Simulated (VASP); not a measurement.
Set up this calculation in VASP 6.6.1, as the native input.

```yaml
Task: relaxation of cell and atoms
Functional: r2SCAN
Potentials_or_basis: VASP PAW PBE potentials, release 64 (Ag, Br)
Cutoff: 550 eV
k_mesh: 5 × 5 × 5, shifted
Occupations: methfessel-paxton, width 0.2 eV
Spin: no spin polarisation
Dipole_correction: no
Further_INCAR_settings: ALGO = Normal; EDIFF = 1e-07; ISYM = 0; IBRION = 2; EDIFFG = -0.01; NSW = 100; ISIF = 3
```

AgBr:

```
Ag Br
1.0
     0.00000    2.87015    2.87015
     2.87015    0.00000    2.87015
     2.87015    2.87015    0.00000
Ag Br
1 1
Direct
  0.00000 0.00000 0.00000
  0.50000 0.50000 0.50000
```

One way to write it, as run:

POSCAR

```
AgBr
1.0
    0.0000000000      2.8701500000      2.8701500000
    2.8701500000      0.0000000000      2.8701500000
    2.8701500000      2.8701500000      0.0000000000
Ag Br
1 1
Direct
    0.0000000000      0.0000000000      0.0000000000
    0.5000000000      0.5000000000      0.5000000000
```

INCAR.step1

```
PREC = Accurate ; ENCUT = 550
ISMEAR = 1 ; SIGMA = 0.2
LREAL = False ; LASPH = True
NELM = 120 ; ISYM = 0
GGA = PE ; ALGO = Normal
EDIFF = 1E-5 ; LWAVE = True
LCHARG = False ; GGA_COMPAT = False
IBRION = 2 ; ISIF = 3
EDIFFG = -0.005 ; NELMIN = 4
NSW = 100
```

INCAR.step2

```
PREC = Accurate ; ENCUT = 550
EDIFF = 1E-7 ; ISMEAR = 1
SIGMA = 0.2 ; LREAL = False
LASPH = True ; NELM = 120
ALGO = Normal ; ISIF = 3
LWAVE = False ; LCHARG = False
METAGGA = R2SCAN ; LMIXTAU = True
IBRION = 2 ; NSW = 100
EDIFFG = -0.01 ; ISYM = 0
ISTART = 1 ; GGA_COMPAT = False
NELMIN = 4
```

KPOINTS

```
Automatic mesh
0
Gamma
  5 5 5
  0.5 0.5 0.5
```

Potentials or basis: VASP PAW PBE potentials, release 64 (Ag, Br).

Run with:

```console
$ cat potpaw_PBE.64/Ag/POTCAR potpaw_PBE.64/Br/POTCAR > POTCAR
$ cp INCAR.step1 INCAR
$ mpirun -np 1 vasp_std > vasp.out
$ cp INCAR.step2 INCAR
$ mpirun -np 1 vasp_std > vasp.out
```

It gave:

```
Relaxed volume                        : 24.19 Å³/atom
Relaxed cell                          : a = 4.090 Å, b = 4.090 Å, c = 4.090 Å, α = 60.00°, β = 60.00°, γ = 60.00°
Space group after relaxing (to 0.1 Å) : Fm-3m (No. 225)
Energy gained by relaxing             : 1.7 meV/atom
Ionic steps                           : 2
Pressure after relaxing               : 0.0 GPa
Band gap on the k mesh                : 1.78 eV (least direct gap 3.37 eV)
```

Caveat: the PAW data sets were made with another functional, which shifts forces and pressure a little; a shifted mesh leaves out Γ, where band edges can lie.

It took 40 min on 1 thread of Oxide Virtual Turin-like Processor, with other jobs on the host, peak memory 0.31 GiB.
